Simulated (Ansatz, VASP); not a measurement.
## One calculation of Mo, two programs

```
Mo
1.0
    -1.66847    1.66847    1.66847
     1.66847   -1.66847    1.66847
     1.66847    1.66847   -1.66847
Mo
1
Direct
  0.00000 0.00000 0.00000
```

Alike in both runs: task single point; functional PBE; k mesh 18 × 18 × 18; occupations gaussian, width 0.1 eV; no spin polarisation.

|  | VASP | Ansatz |
| --- | --- | --- |
| version | VASP 6.6.1 | Ansatz 0.2.0 |
| potentials or method | VASP PAW PBE potentials, release 64 (Mo_sv), cutoff 520 eV | scalar-relativistic, plane waves, PAW |
| valence electrons in the cell | 14 | 14 |

```csv
,VASP,Ansatz,Ansatz less VASP
gap on the k mesh at the Fermi level (eV),none,none,-
pressure (GPa),-29.5,-29.7,-0.25
```

A gap of «none» marks a metal or a gap that the smearing closes. Both programs put the cell under strong tension, so it lies far from rest at this level.
